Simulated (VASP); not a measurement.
# ScPbS4 (F-43m) in VASP: notebook, part 2 of 2

VASP 6.6.1. The steps go on from the part before.

## Step 3: Single point, PBE

This run uses another cell than the first one, of 21.77 Å³/atom.

INCAR

```
PREC = Accurate
ENCUT = 520
EDIFF = 1E-6
ISMEAR = 0
SIGMA = 0.1
LREAL = False
LASPH = True
NELM = 100
ALGO = Normal
ISIF = 2
LWAVE = False
LCHARG = False
GGA = PE
NBANDS = 34
```

KPOINTS

```
regular mesh
0
Gamma
  4 4 4
```

POSCAR

```
ScPbS4
1.0
    0.0000000000      4.0269862200      4.0269862200
    4.0269862200      0.0000000000      4.0269862200
    4.0269862200      4.0269862200      0.0000000000
Sc Pb S
1 1 4
Direct
    0.7500000000      0.7500000000      0.7500000000
    0.0000000000      0.0000000000      0.0000000000
    0.3750000000      0.3750000000      0.8750000000
    0.3750000000      0.8750000000      0.3750000000
    0.8750000000      0.3750000000      0.3750000000
    0.3750000000      0.3750000000      0.3750000000
```

Potentials or basis: VASP PAW PBE potentials, release 64 (Sc_sv, Pb_d, S).

Launch:

```console
$ cat potpaw_PBE.64/Sc_sv/POTCAR potpaw_PBE.64/Pb_d/POTCAR potpaw_PBE.64/S/POTCAR > POTCAR
$ mpirun -np 1 vasp_std > vasp.out
```

Wall time 88 s (1 thread of Intel Xeon Platinum 8259CL at 2.50GHz (Skylake/Cascade Lake), shared host); peak memory 0.26 GiB.

The run converged. Its results:

```
Free energy            : -23.9918 eV
Pressure               : -4.8 GPa
Band gap on the k mesh : zero (an odd number of electrons rules out a gap without spin polarisation)
```

Levels at points of the mesh, in eV from the Fermi level:
```csv
k point,band 22,band 23,band 24,band 25,band 26,band 27
"(0.00, 0.00, 0.00)",-0.42,-0.42,0.33,0.33,0.33,1.36
"(0.50, 0.00, 0.00)",-2.49,-2.35,0.22,0.38,0.52,0.52
"(0.50, 0.50, 0.00)",-2.42,-2.22,-1.99,0.09,0.09,0.30
```

Caveat: the cell stands under tension; spin-orbit coupling is left out, which moves the levels of the heavy elements.

## Step 4: Relaxation of cell and atoms, PBE

This run uses another cell than the first one, of 21.77 Å³/atom.

INCAR

```
SYSTEM = ScPbS4
PREC = Accurate
ENCUT = 600
EDIFF = 1E-7
ISMEAR = 0
SIGMA = 0.1
LREAL = .FALSE.
LASPH = .TRUE.
NELM = 80
ALGO = Normal
ISIF = 3
LWAVE = .FALSE.
LCHARG = .FALSE.
GGA = PE
IBRION = 2
NSW = 90
EDIFFG = -0.04
```

KPOINTS

```
regular mesh
0
G
  4 4 4
  0 0 0
```

POSCAR is that of step 3.

Launch:

```console
$ cat potpaw_PBE.64/Sc_sv/POTCAR potpaw_PBE.64/Pb_d/POTCAR potpaw_PBE.64/S/POTCAR > POTCAR
$ mpirun -np 1 vasp_std > vasp.out
```

It took 4.3 min on 1 thread of Intel Xeon Platinum 8259CL at 2.50GHz (Skylake/Cascade Lake), shared host; peak memory 0.36 GiB.

Results (log left out):

```yaml
Free_energy: -24.1925 eV
Relaxed_volume: 19.82 Å³/atom
Relaxed_cell: a = 5.520 Å, b = 5.520 Å, c = 5.520 Å, α = 60.00°, β = 60.00°, γ = 60.00°
Space_group_after_relaxing_to_0.1_Å: F-43m (No. 216)
Energy_gained_by_relaxing: 33.4 meV/atom
Ionic_steps: 5
Pressure_after_relaxing: 0.1 GPa
Band_gap_on_the_k_mesh: zero (an odd number of electrons rules out a gap without spin polarisation)
```

Step by step:
```tsv
step	energy change (eV)	largest force (eV/Å)	pressure (GPa)	volume (Å³)
1	0.0000	0.2301	-4.73	130.61
2	-0.1936	0.1813	0.10	118.84
3	-0.1936	0.1811	0.12	118.82
4	-0.1986	0.0971	0.08	118.87
5	-0.2006	0.0008	0.06	118.93
```

Final structure:
```
Sc Pb S
1.0
     0.00000    3.90321    3.90321
     3.90321    0.00000    3.90321
     3.90321    3.90321    0.00000
Sc Pb S
1 1 4
Cartesian
  5.8548 5.8548 5.8548
  0.0000 0.0000 0.0000
  4.8616 4.8616 2.9448
  4.8616 2.9448 4.8616
  2.9448 4.8616 4.8616
  2.9448 2.9448 2.9448
```

Levels at points of the mesh, in eV from the Fermi level:
```
           k point  band 22  band 23  band 24  band 25  band 26  band 27
(0.00, 0.00, 0.00)    -0.55    -0.55     0.46     0.46     0.46     1.56
(0.50, 0.00, 0.00)    -2.66    -2.61     0.35     0.52     0.57     0.57
(0.50, 0.50, 0.00)    -2.76    -2.60    -2.16     0.09     0.09     0.35
```

Caveat: spin-orbit coupling is left out, which moves the levels of the heavy elements.

## Step 5: Single point, PBE, collinear spin

INCAR

```
SYSTEM = ScPbS4
PREC     = Accurate       ! precision mode
ENCUT    = 520            ! plane-wave cutoff, eV
EDIFF    = 1E-6           ! SCF threshold, eV
ISMEAR   = 0              ! smearing method
SIGMA    = 0.1            ! smearing width, eV
LREAL    = .FALSE.        ! projectors in reciprocal space
LASPH    = .TRUE.         ! aspherical terms in the spheres
NELM     = 150            ! most SCF steps
ALGO     = Normal         ! electronic algorithm
ISIF     = 2              ! what is computed and relaxed
LWAVE    = .FALSE.        ! write WAVECAR
LCHARG   = .FALSE.        ! write CHGCAR
ISPIN    = 2              ! spin polarisation
MAGMOM   = 1 0 0 0 0 0    ! initial moments
LORBIT   = 11             ! projections on sites
LMAXMIX  = 4              ! l up to which the mixer works
GGA      = PE             ! functional
NBANDS   = 38             ! bands
```

KPOINTS is that of step 4.

POSCAR

```
ScPbS4
1.0
    0.0000000000      3.9061852032      3.9061852032
    3.9061852032      0.0000000000      3.9061852032
    3.9061852032      3.9061852032      0.0000000000
Sc Pb S
1 1 4
Direct
    0.2500000000      0.2500000000      0.2500000000
    0.0000000000      0.0000000000      0.0000000000
    0.6228437569      0.6228437569      0.6228437569
    0.1314687294      0.6228437569      0.6228437569
    0.6228437569      0.6228437569      0.1314687294
    0.6228437569      0.1314687294      0.6228437569
```

Launch:

```console
$ cat potpaw_PBE.64/Sc_sv/POTCAR potpaw_PBE.64/Pb_d/POTCAR potpaw_PBE.64/S/POTCAR > POTCAR
$ mpirun -np 1 vasp_std > vasp.out
```

It took 2.6 min on 1 thread of Intel Xeon Platinum 8259CL at 2.50GHz (Skylake/Cascade Lake), shared host; peak memory 0.34 GiB.

The run converged. Its results:

| Item | Value |
| --- | --- |
| Free energy | -24.1915 eV |
| Pressure | -0.1 GPa |
| Largest force | 0.007 eV/Å |
| Net moment | 0.11 μB per cell |
| Site moments | Sc +0.03; Pb +0.01; S +0.01 μB |
| Valence electrons inside the program's atomic spheres | Sc 9.12; Pb 11.87; S 3.56 |

Forces in eV/Å, atoms in the order of the input:
```
Sc   0.000  0.000  0.000
Pb   0.000  0.000  0.000
S   -0.004 -0.004 -0.004
S   -0.004  0.004  0.004
S    0.004  0.004 -0.004
S    0.004 -0.004  0.004
```

Levels at points of the mesh, in eV from the Fermi level:
Spin up:
```
           k point  band 22  band 23  band 24  band 25  band 26  band 27
(0.00, 0.00, 0.00)    -0.56    -0.56     0.45     0.45     0.45     1.55
(0.50, 0.00, 0.00)    -2.66    -2.61     0.33     0.52     0.56     0.56
(0.50, 0.50, 0.00)    -2.76    -2.60    -2.16     0.08     0.08     0.33
```
Spin down:
```csv
k point,band 21,band 22,band 23,band 24,band 25,band 26,band 27,band 28
"(0.00, 0.00, 0.00)",-0.53,-0.53,-0.53,0.46,0.46,0.46,1.57,1.57
"(0.50, 0.00, 0.00)",-2.65,-2.65,-2.59,0.35,0.52,0.58,0.58,0.98
"(0.50, 0.50, 0.00)",-2.74,-2.74,-2.59,-2.15,0.11,0.11,0.36,1.11
```

Caveat: spin-orbit coupling is left out, which moves the levels of the heavy elements.

## Step 6: Summary

| task | spin | cell | cutoff (eV) | gap on the mesh (eV) | pressure (GPa) | largest force (eV/Å) |
| --- | --- | --- | --- | --- | --- | --- |
| single point | off | a = 5.524 Å, angles 60.0°, 6 atoms, atomic positions A | 520 | none | -0.1 | 0.01 |
| single point | off | a = 5.695 Å, angles 60.0°, 6 atoms, atomic positions B | 520 | none | -4.8 | - |
| relaxation of cell and atoms | off | relaxed from a = 5.695 Å, angles 60.0°, 6 atoms, atomic positions B | 600 | none | 0.1 | - |
| single point | collinear | a = 5.524 Å, angles 60.0°, 6 atoms, atomic positions A | 520 | none | -0.1 | 0.01 |

Alike in all rows: level PBE; potentials or basis VASP PAW PBE potentials, release 64 (Sc_sv, Pb_d, S); k mesh 4 × 4 × 4; smearing gaussian 0.1 eV.

Caveats: spin-orbit coupling is left out, which moves the levels of the heavy elements; the cell stands under tension (at least some runs).

Absolute energies hang on the potentials; compare differences alone.
